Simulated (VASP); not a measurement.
# MgO in VASP: notebook

Runs on MgO. Level: PBE. Tasks: single point.

Program: VASP 6.6.1. These are calculated values, not measurements. Logs are shortened: lines on timing, memory, paths and dates and some standing lists are left out, and cuts for length are marked.

### Step 1. The cell of the first run

The structure is trigonal, space group R-3m (No. 166). The conventional cell has a = 3.710 Å, b = 3.710 Å, c = 4.493 Å, α = 90.00°, β = 90.00°, γ = 120.00°. Within 3.0 Å of Mg (site symmetry -3m) lie 8 O at 2.25 to 2.27 Å and 6 Mg at 2.61 Å. O (site symmetry -3m) has 8 Mg at 2.25 to 2.27 Å and 6 O at 2.61 Å within 3.0 Å.

### Step 2. Single point, PBE (strain along [111] -1.1%)

INCAR reads:

```
ALGO     = Normal         # electronic algorithm
EDIFF    = 1E-6           # SCF threshold, eV
ENCUT    = 520            # plane-wave cutoff, eV
GGA      = PE             # functional
ISIF     = 2              # what is computed and relaxed
ISMEAR   = -1             # smearing method
LASPH    = T              # aspherical terms in the spheres
LCHARG   = T              # write CHGCAR
LELF     = T              # ELF
LREAL    = F              # projectors in reciprocal space
LVHAR    = T            
LWAVE    = F              # write WAVECAR
NBANDS   = 11             # bands
NELM     = 100            # most SCF steps
PREC     = Accurate       # precision mode
SIGMA    = 0.02           # smearing width, eV
```

KPOINTS reads:

```
k-points
0
Gamma
  10 10 10
```

POSCAR reads:

```
MgO
1.0
    2.6136427367     -0.0097063918     -0.0097063918
   -0.0097063918      2.6136427367     -0.0097063918
   -0.0097063918     -0.0097063918      2.6136427367
Mg O
1 1
Direct
    0.0000000000      0.0000000000      0.0000000000
    0.5000000000      0.5000000000      0.5000000000
```

Potentials or basis: VASP PAW PBE potentials, release 64 (Mg, O).

On the command line:

```
$ cat potpaw_PBE.64/Mg/POTCAR potpaw_PBE.64/O/POTCAR > POTCAR
$ mpirun -np 1 vasp_std > vasp.out
```

OUTCAR:

```text
EDIFF = 1E-6
   ENCUT = 520
   GGA = PE
   ISIF = 2
   ISMEAR = -1
   LASPH = T
   LREAL = F
   NELM = 100
   PREC = Accurate

 ion  position               nearest neighbor table
   1  0.000  0.000  0.000-   2 2.25   2 2.25   2 2.27   2 2.27   2 2.27   2 2.27   2 2.27   2 2.27

   2  0.500  0.500  0.500-   1 2.25   1 2.25   1 2.27   1 2.27   1 2.27   1 2.27   1 2.27   1 2.27

  LATTYP: Found a trigonal (rhomboedric) cell.
 ALAT       =     2.6136787835
 COS(alpha) =    -0.0074134853

  Lattice vectors:

 A1 = (   2.6136427367,  -0.0097063918,  -0.0097063918)
 A2 = (  -0.0097063918,   2.6136427367,  -0.0097063918)
 A3 = (  -0.0097063918,  -0.0097063918,   2.6136427367)

Analysis of symmetry for initial positions (statically):
=====================================================================
 Subroutine PRICEL returns:
 Original cell was already a primitive cell.

 Routine SETGRP: Setting up the symmetry group for a
 trigonal (rhombohedral) supercell.

 Subroutine GETGRP returns: Found 12 space group operations
 (whereof 12 operations were pure point group operations)
 out of a pool of 12 trial point group operations.

The static configuration has the point symmetry D_3d.

Analysis of symmetry for dynamics (positions and initial velocities):
=====================================================================
 Subroutine PRICEL returns:
 Original cell was already a primitive cell.

 Routine SETGRP: Setting up the symmetry group for a
 trigonal (rhombohedral) supercell.

 Subroutine GETGRP returns: Found 12 space group operations
 (whereof 12 operations were pure point group operations)
 out of a pool of 12 trial point group operations.

The dynamic configuration has the point symmetry D_3d.

 Subroutine INISYM returns: Found 12 space group operations
 (whereof 12 operations are pure point group operations),
 and found     1 'primitive' translations

----------------------------------------------------------------------------------------

                                     Primitive cell

  volume of cell :      17.8534

  direct lattice vectors                    reciprocal lattice vectors
     2.613642737 -0.009706392 -0.009706392     0.382618356  0.001426242  0.001426242
    -0.009706392  2.613642737 -0.009706392     0.001426242  0.382618356  0.001426242
    -0.009706392 -0.009706392  2.613642737     0.001426242  0.001426242  0.382618356

  length of vectors
     2.613678783  2.613678783  2.613678783     0.382623672  0.382623672  0.382623672

  position of ions in fractional coordinates (direct lattice)
     0.000000000  0.000000000  0.000000000
     0.500000000  0.500000000  0.500000000

  ion indices of the primitive-cell ions
   primitive index   ion index
                 1           1
                 2           2

----------------------------------------------------------------------------------------

 KPOINTS: k-points

Automatic generation of k-mesh.
 Grid dimensions read from file:
 generate k-points for:   10   10   10

 Generating k-lattice:

  Cartesian coordinates                     Fractional coordinates (reciprocal lattice)
     0.038261836  0.000142624  0.000142624     0.100000000 -0.000000000  0.000000000
     0.000142624  0.038261836  0.000142624    -0.000000000  0.100000000  0.000000000
     0.000142624  0.000142624  0.038261836     0.000000000  0.000000000  0.100000000

  Length of vectors
     0.038262367  0.038262367  0.038262367

  Shift w.r.t. Gamma in fractional coordinates (k-lattice)
     0.000000000  0.000000000  0.000000000

 Subroutine IBZKPT returns following result:
 ===========================================

 Found    116 irreducible k-points:

 Following reciprocal coordinates:
            Coordinates               Weight
  0.000000  0.000000  0.000000      1.000000
  0.100000  0.000000  0.000000      6.000000
  0.200000  0.000000  0.000000      6.000000
  0.300000  0.000000  0.000000      6.000000
  0.400000  0.000000  0.000000      6.000000
  0.500000  0.000000  0.000000      3.000000
[... 16 lines left out ...]
  0.300000  0.300000  0.000000      6.000000
  0.400000  0.300000  0.000000     12.000000
 [... further k-points ...]
   k-points           NKPTS =    116   k-points in BZ     NKDIM =    116   number of bands    NBANDS=     11
   number of dos      NEDOS =    301   number of ions     NIONS =      2
   total plane-waves  NPLWV =   8000
   dimension x,y,z NGX =    20 NGY =   20 NGZ =   20
   dimension x,y,z NGXF=    40 NGYF=   40 NGZF=   40
   ions per type =               1   1
   NGX,Y,Z   is equivalent  to a cutoff of  12.72, 12.72, 12.72 a.u.
   NGXF,Y,Z  is equivalent  to a cutoff of  25.44, 25.44, 25.44 a.u.
 SYSTEM =  unknown system
   PREC   = accura    normal or accurate (medium, high low for compatibility)
   ISTART =      0    job   : 0-new  1-cont  2-samecut
   ICHARG =      2    charge: 1-file 2-atom 10-const
   ISPIN  =      1    spin polarized calculation?
   LNONCOLLINEAR =      F non collinear calculations
   LSORBIT =      F    spin-orbit coupling
   LASPH  =      T    aspherical Exc in radial PAW
   ENCUT  =  520.0 eV  38.22 Ry    6.18 a.u.   4.86  4.86  4.86*2*pi/ulx,y,z
   NELM   =    100;   NELMIN=  2; NELMDL= -5     # of ELM steps
   EDIFF  = 0.1E-05   stopping-criterion for ELM
   LREAL  =      F    real-space projection
   EDIFFG = 0.1E-04   stopping-criterion for IOM
   NSW    =      0    number of steps for IOM
   IBRION =     -1    ionic relax: 0-MD 1-quasi-New 2-CG
   NFREE  =      0    steps in history (QN), initial steepest desc. (CG)
   ISIF   =      2    stress and relaxation
   ISYM   =      2    0-nonsym 1-usesym 2-fastsym
   POTIM  = 0.5000    time-step for ionic-motion
   TEBEG  =    0.0;   TEEND  =   0.0 temperature during run
   PSTRESS=    0.0 pullay stress
   NELECT =       8.0000    total number of electrons
   NUPDOWN=      -1.0000    fix difference up-down
   EMIN   =  10.00;   EMAX   =-10.00  energy-range for DOS
   EFERMI =   0.00;   METHOD = LEGACY
   ISMEAR =    -1;   SIGMA  =   0.02  broadening in eV -4-tet -1-fermi 0-gaus
   EFERMI_NEDOS =   21; number of points for ismear=-14 and -15
   IALGO  =     38    algorithm
   IMIX   =      4    mixing-type and parameters
     AMIX     =   0.40;   BMIX     =  1.00
     AMIX_MAG =   1.60;   BMIX_MAG =  1.00
  volume/ion in A,a.u.               =       8.93        60.24
  Fermi-wavevector in a.u.,A,eV,Ry     =   1.252751  2.367355 21.352765  1.569384
  Thomas-Fermi vector in A             =   2.386636
   LORBIT       =      0    0 simple, 1 ext, 2 COOP (PROOUT), +10 PAW based schemes
   GGA     = PE    functional components
   LHFCALC =     F    Hartree Fock is set to
   AEXX    =    0.0000 exact exchange contribution
   IVDW    =     0    specifies the selected vdW correction
   LEPSILON=     F    determine dielectric tensor
   LRPA    =     F    only Hartree local field effects (RPA)
 non-spin polarized calculation
  energy-cutoff  :      520.00
  volume of cell :       17.85
 maximum number of plane-waves:       493
   NGX =  9   NGY =  9   NGZ =  9

 number of electron       8.0000001 magnetization

 Free energy of the ion-electron system (eV)
  ---------------------------------------------------
  ext. energy  EPLUGINS =         0.00000000
  ---------------------------------------------------
  free energy    TOTEN  =       -10.38129663 eV

  energy without entropy =      -10.38129663  energy(sigma->0) =      -10.38129663

 E-fermi :   5.6800     XC(G=0): -11.4192

 val. band max:        5.2251636031   @ k =   0.5000   0.5000   0.0000
 cond. band min:       7.9514042801   @ k =   0.0000   0.0000   0.0000
 fundamental gap:      2.7262406770
 Fermi energy:         5.6800090221

 k-point     1 :       0.0000    0.0000    0.0000
  band No.  band energies     occupation
      1     -13.4427      2.00000
      2       4.1528      2.00000
      3       4.2137      2.00000
      4       4.2137      2.00000
      5       7.9514      0.00000
      6      15.7201      0.00000
      7      15.7201      0.00000
      8      25.8231      0.00000
      9      25.8231      0.00000
     10      26.0544      0.00000
     11      32.9458      0.00000

 k-point     2 :       0.1000    0.0000    0.0000
  band No.  band energies     occupation
      1     -13.3406      2.00000
      2       3.3375      2.00000
      3       4.2147      2.00000
      4       4.2552      2.00000
      5       8.5647      0.00000
      6      15.9317      0.00000
      7      15.9553      0.00000
      8      25.6490      0.00000
      9      25.7514      0.00000
     10      26.1085      0.00000
     11      32.0656      0.00000

 k-point     3 :       0.2000    0.0000    0.0000
  band No.  band energies     occupation
      1     -13.0574      2.00000
      2       1.7056      2.00000
      3       4.3229      2.00000
      4       4.3660      2.00000
      5       9.6604      0.00000
      6      16.2718      0.00000
      7      16.5625      0.00000
      8      25.1342      0.00000
      9      25.2139      0.00000
     10      26.9239      0.00000
     11      29.9807      0.00000

 k-point     4 :       0.3000    0.0000    0.0000
  band No.  band energies     occupation
      1     -12.6699      2.00000
      2       0.1293      2.00000
      3       4.4620      2.00000
      4       4.5079      2.00000
      5      10.7932      0.00000
      6      16.0702      0.00000
      7      17.5926      0.00000
      8      24.4038      0.00000
      9      24.4402      0.00000
     10      26.8312      0.00000
     11      28.8478      0.00000
[... 239 lines left out ...]
 k-point    22 :      -0.2000    0.2000    0.0000
  band No.  band energies     occupation
      1     -12.7034      2.00000
      2       1.6968      2.00000
      3       2.5496      2.00000
      4       4.5087      2.00000
      5      11.0514      0.00000
      6      16.2276      0.00000
      7      16.9823      0.00000
      8      23.8972      0.00000
      9      25.0319      0.00000
     10      26.5265      0.00000
     11      28.4907      0.00000

 k-point    23 :       0.3000    0.3000    0.0000
  band No.  band energies     occupation
      1     -12.0151      2.00000
      2       0.6844      2.00000
      3       1.4210      2.00000
      4       4.8242      2.00000
      5      12.5437      0.00000
      6      15.0235      0.00000
      7      17.3866      0.00000
      8      22.7870      0.00000
      9      24.6988      0.00000
     10      26.3741      0.00000
     11      26.6126      0.00000

 k-point    24 :       0.4000    0.3000    0.0000
  band No.  band energies     occupation
      1     -11.7273      2.00000
      2       0.0012      2.00000
      3       1.5087      2.00000
      4       4.9623      2.00000
      5      12.3155      0.00000
      6      15.0704      0.00000
      7      17.4945      0.00000
      8      21.7521      0.00000
      9      24.4247      0.00000
     10      25.9660      0.00000
     11      28.1291      0.00000

 [... further k-points ...]
[... 5 lines left out ...]
  --------------------------------------------------------------------------------------
  -------------------------------------------------------------------------------------
  Total        0.8210291      0.8210291      0.8210291     -0.0427635     -0.0427635     -0.0427635
  in kB       73.6798090     73.6798090     73.6798090     -3.8376340     -3.8376340     -3.8376340
  external PRESSURE =      73.6798090 kB  Pullay stress =       0.0000000 kB

 VOLUME and BASIS-vectors are now :
 -----------------------------------------------------------------------------
  energy-cutoff  :      520.00
  volume of cell :       17.85
      direct lattice vectors                 reciprocal lattice vectors
     2.613642737 -0.009706392 -0.009706392     0.382618356  0.001426242  0.001426242
    -0.009706392  2.613642737 -0.009706392     0.001426242  0.382618356  0.001426242
    -0.009706392 -0.009706392  2.613642737     0.001426242  0.001426242  0.382618356

 POSITION                                       TOTAL-FORCE (eV/Angst)
 -----------------------------------------------------------------------------------
      0.00000      0.00000      0.00000        -0.000000     -0.000000      0.000000
      1.29711      1.29711      1.29711         0.000000      0.000000     -0.000000
 -----------------------------------------------------------------------------------
    total drift:                                0.000000      0.000000      0.000000

  FREE ENERGIE OF THE ION-ELECTRON SYSTEM (eV)
  ---------------------------------------------------
  free  energy   TOTEN  =       -10.3812966298 eV

  energy  without entropy=      -10.3812966298  energy(sigma->0) =      -10.38129663
```

It took 14 s on 1 thread of AMD EPYC 7R43 (Zen 3), shared host; peak memory 0.11 GiB.

What came out:

| Item | Value |
| --- | --- |
| Free energy | -10.3813 eV |
| Pressure | 7.4 GPa |
| Band gap on the k mesh | 2.73 eV, indirect (least direct gap 3.74 eV) |

Stress tensor (GPa, compression positive):
```
 7.37 -0.38 -0.38
-0.38  7.37 -0.38
-0.38 -0.38  7.37
```

Caveat: the cell differs from its parent crystal (strain along [111] -1.1%).

### Step 3. Single point, PBE (uniaxial x strain -2.6%)

INCAR reads:

```
SYSTEM = MgO
PREC = Accurate
ENCUT = 520
EDIFF = 1E-6
ISMEAR = -1
SIGMA = 0.02
LREAL = .False.
LASPH = .True.
NELM = 60
ALGO = Normal
ISIF = 2
LWAVE = .False.
LCHARG = .True.
GGA = PE
LELF = .True.
LVHAR = .True.
NBANDS = 11
```

KPOINTS reads:

```
regular mesh
0
Gamma
  10 10 10
  0 0 0
```

POSCAR reads:

```
MgO
1.0
    2.5561913908      0.0000000000      0.0000000000
    0.0000000000      2.6233491285      0.0000000000
    0.0000000000      0.0000000000      2.6233491285
Mg O
1 1
Direct
    0.0000000000      0.0000000000      0.0000000000
    0.5000000000      0.5000000000      0.5000000000
```

Potentials or basis: VASP PAW PBE potentials, release 64 (Mg, O).

On the command line:

```
$ cat potpaw_PBE.64/Mg/POTCAR potpaw_PBE.64/O/POTCAR > POTCAR
$ mpirun -np 1 vasp_std > vasp.out
```

Run time: 14 s. Hardware: 1 thread of AMD EPYC 7R43 (Zen 3), shared host; peak memory 0.11 GiB.

It converged, with:

```
Free energy            : -10.3491 eV
Pressure               : 10.1 GPa
Band gap on the k mesh : 2.66 eV, indirect (least direct gap 3.61 eV)
```

Stress tensor (GPa, compression positive):
```
22.23  0.00  0.00
 0.00  3.97  0.00
 0.00  0.00  3.97
```

Levels at points of the mesh, in eV from the valence-band top:
```csv
k point,band 1,band 2,band 3,band 4,band 5,band 6,band 7,band 8
"(0.00, 0.00, 0.00)",-18.96,-1.37,-1.37,-0.95,2.66,10.08,10.61,20.46
"(0.50, 0.00, 0.00)",-17.55,-6.82,-0.85,-0.85,6.96,9.82,14.59,17.27
"(0.00, 0.50, 0.00)",-17.69,-6.96,-0.92,-0.54,7.23,9.54,14.57,17.58
"(0.50, 0.50, 0.00)",-16.68,-5.06,-5.01,-0.27,5.03,12.14,12.58,13.22
"(0.00, 0.50, 0.50)",-16.81,-5.15,-5.15,0.00,4.65,12.46,12.46,13.96
"(0.50, 0.50, 0.50)",-15.81,-4.02,-3.96,-3.96,7.33,7.53,7.53,16.80
```

Caveat: the cell differs from its parent crystal (uniaxial x strain -2.6%).
